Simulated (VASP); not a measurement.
Wanted: the native input for a VASP 6.6.1 run.

```yaml
Task: single point
Functional: PBEsol
Potentials_or_basis: VASP PAW PBE potentials, release 64 (Ti_sv, C)
Cutoff: 520 eV
k_mesh: 17 × 17 × 17
Occupations: fermi-dirac, width 0.08 eV
Spin: no spin polarisation
Dipole_correction: no
Further_INCAR_settings: ALGO = Normal; EDIFF = 1e-07; NBANDS = 15
```

The structure of TiC (rocksalt type) lies in POSCAR:

```
TiC
1.0
    0.0000000000      1.9240621104      1.9240621104
    1.9240621104      0.0000000000      1.9240621104
    1.9240621104      1.9240621104      0.0000000000
Ti C
1 1
Direct
    0.0000000000      0.0000000000      0.0000000000
    0.5000000000      0.5000000000      0.5000000000
```

These files were run (other wordings do the same):

INCAR

```
ALGO = Normal
EDIFF = 1E-7
ENCUT = 520
GGA = PS
ISIF = 2
ISMEAR = -1
LASPH = T
LCHARG = F
LREAL = F
LWAVE = F
NBANDS = 15
NELM = 60
PREC = Accurate
SIGMA = 0.08
```

KPOINTS

```
k-points
0
Gamma
  17 17 17
```

Potentials or basis: VASP PAW PBE potentials, release 64 (Ti_sv, C).

Launch:

```bash
$ cat potpaw_PBE.64/Ti_sv/POTCAR potpaw_PBE.64/C/POTCAR > POTCAR
$ mpirun -np 1 vasp_std > vasp.out
```

It gave:

```
Pressure               : 166.0 GPa
Band gap on the k mesh : zero (bands 8 and 9 overlap by 1.10 eV)
```

Caveat: the cell stands under pressure; the PAW data sets were made with another functional, which shifts forces and pressure a little.

It took 63 s on 1 thread of Intel Xeon 8259CL, with other jobs on the host, peak memory 0.15 GiB.
